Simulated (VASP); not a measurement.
Set up this calculation in VASP 6.6.1, as the native input.

- Task: single point
- Functional: PBEsol
- Potentials or basis: VASP PAW PBE potentials, release 64 (Al, Cu)
- Cutoff: 520 eV
- k mesh: 5 × 5 × 4
- Occupations: fermi-dirac, width 0.01 eV
- Spin: no spin polarisation
- Dipole correction: no
- Further INCAR settings: ALGO = Normal; EDIFF = 1e-07; NBANDS = 24

The structure of Al3Cu2 lies in POSCAR:

```
Al3Cu2
1.0
    4.0919516400      0.0000000000      0.0000000000
   -2.0459758200      3.5437340700      0.0000000000
    0.0000000000      0.0000000000      4.9927787000
Al Cu
3 2
Direct
    0.0000000000      0.0000000000      0.0000000000
    0.3333333300      0.6666666700      0.3499253500
    0.6666666700      0.3333333300      0.6500746500
    0.3333333300      0.6666666700      0.8395121300
    0.6666666700      0.3333333300      0.1604878700
```

The input as run:

INCAR

```
ALGO     = Normal         # electronic algorithm
EDIFF    = 1E-7           # SCF threshold, eV
ENCUT    = 520            # plane-wave cutoff, eV
GGA      = PS             # functional
ISIF     = 2              # what is computed and relaxed
ISMEAR   = -1             # smearing method
LASPH    = T              # aspherical terms in the spheres
LCHARG   = T              # write CHGCAR
LELF     = T              # ELF
LREAL    = F              # projectors in reciprocal space
LVHAR    = T            
LWAVE    = F              # write WAVECAR
NBANDS   = 24             # bands
NELM     = 60             # most SCF steps
PREC     = Accurate       # precision mode
SIGMA    = 0.01           # smearing width, eV
```

KPOINTS

```
k-points
0
Gamma
  5 5 4
```

Potentials or basis: VASP PAW PBE potentials, release 64 (Al, Cu).

Command:

```console
$ cat potpaw_PBE.64/Al/POTCAR potpaw_PBE.64/Cu/POTCAR > POTCAR
$ mpirun -np 1 vasp_std > vasp.out
```

It gave:

| Quantity | Value |
| --- | --- |
| Pressure | 0.3 GPa |
| Largest force | 0.045 eV/Å |

Caveat: the PAW data sets were made with another functional, which shifts forces and pressure a little.

It took 61 s on 1 thread of Intel Xeon 6975P-C, on a shared host, peak memory 0.18 GiB.
